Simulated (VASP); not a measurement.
## AlN: single point with r2SCAN

The system is AlN.

```xyz
2
Lattice="0.0000 2.0561 2.4673 2.0561 0.0000 2.4673 2.0561 2.0561 0.0000" Properties=species:S:1:pos:R:3 pbc="T T T"
Al    0.0000    0.0000    0.0000
N     3.0841    3.0841    3.7009
```

This cell differs from its parent crystal: ratio of the length along z to the lengths across it x 1.2, volume and fractional coordinates fixed.

| Property | Result |
| --- | --- |
| Program | VASP 6.6.1 |
| Task | single point |
| Functional | r2SCAN |
| Potentials or basis | VASP PAW PBE potentials, release 64 (Al, N) |
| Cutoff | 520 eV |
| k mesh | 10 × 10 × 10 |
| Occupations | gaussian, width 0.05 eV |
| Spin | no spin polarisation |

* Pressure: -2.5 GPa
* Band gap on the k mesh: 3.23 eV (least direct gap 4.16 eV)

Stress tensor (GPa, compression positive):
```
 12.31   0.00   0.00
  0.00  12.31   0.00
  0.00   0.00 -32.04
```

Levels at points of the mesh, in eV from the valence-band top:
```
           k point  band 1  band 2  band 3  band 4  band 5  band 6  band 7  band 8
(0.00, 0.00, 0.00)  -16.32   -1.25   -0.13   -0.13    4.03   12.84   12.96   12.96
(0.50, 0.00, 0.00)  -14.24   -6.45   -1.95   -0.13    6.16   10.27   11.58   13.18
(0.50, 0.50, 0.00)  -14.19   -6.70   -1.27   -1.27    4.24   10.71   12.29   17.23
(0.50, 0.00, 0.50)  -13.34   -4.93   -2.85   -2.72    3.23    7.88   13.00   15.16
```

Wall time 54 s on 1 thread of Intel(R) Xeon(R) Platinum 8559C (Emerald Rapids), with other jobs on the host, peak memory 0.15 GiB.

Caveat: the PAW data sets were made with another functional, which shifts forces and pressure a little. A k mesh can miss the band edges.
